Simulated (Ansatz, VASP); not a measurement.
## Mn in VASP and in Ansatz

Contents of INCAR:

```
SYSTEM = Mn
PREC = Accurate
ENCUT = 520
EDIFF = 1E-8
ISMEAR = -1
SIGMA = 0.05
LREAL = .FALSE.
LASPH = .TRUE.
NELM = 150
ALGO = Normal
ISIF = 2
LWAVE = .FALSE.
LCHARG = .FALSE.
ISPIN = 2
MAGMOM = 4
LORBIT = 11
LMAXMIX = 4
GGA = PE
LEFG = .TRUE.
NBANDS = 16
```

Contents of KPOINTS:

```
regular mesh
0
G
  14 14 14
  0 0 0
```

The input POSCAR:

```
Mn
1.0
    2.2723286307      0.0000000000      0.0000000000
    0.0000000000      2.2723286307      0.0000000000
    0.0000000000      0.0000000000      2.2723286307
Mn
1
Direct
    0.0000000000      0.0000000000      0.0000000000
```

Input for Ansatz:

```yaml
crystal:
  lattice:
    - [2.2723286307, 0.0, 0.0]
    - [0.0, 2.2723286307, 0.0]
    - [0.0, 0.0, 2.2723286307]
  atoms:
    - { symbol: Mn, position: [0.0, 0.0, 0.0], spin: 4.0 }
magnetization:
  spin_polarized: true
kpoints:
  mp_grid: { grid: [14, 14, 14] }
scf:
  occupations: { method: fermi_dirac, width: 0.05 }
hamiltonian:
  xc: pbe
  pseudopotentials: { kind: paw }
output:
  forces: true
  stress: true
  eigenvalues: true
  efg: { contact_densities: true }
  write_density: true
  write_potential: true
  elf: true
  volumetric_format: npy
```

Change from the starting cell: volume scaled by 0.98, PAW files.

Alike in both runs: task electric field gradients; functional PBE; k mesh 14 × 14 × 14; occupations fermi-dirac, width 0.05 eV; collinear spin.

|  | VASP | Ansatz |
| --- | --- | --- |
| version | VASP 6.6.1 | Ansatz 0.2.0 |
| potentials or method | VASP PAW PBE potentials, release 64 (Mn_pv) | PAW with Ansatz's default frozen-core files, scalar-relativistic |
| plane-wave cutoff (eV) | 520 | 420 |
| valence electrons in the cell | 13 | 15 |

Ansatz gave:

* pressure (GPa): 4.2
* net moment per atom (μB): 0.43
* size of the moment on the site where the two differ most (μB): 0.41

What did VASP give for the same quantities?

Pressure (GPa): 4.4; net moment per atom (μB): 0.43; size of the moment on the site where the two differ most (μB): 0.43.

Site moments also hang on the region over which each program counts them. With one functional, cell and mesh, what is left measures potentials, basis and numerics. VASP's potentials hold 13 valence electrons a cell and Ansatz's 15, so a difference there can come from the potentials and not from the codes.
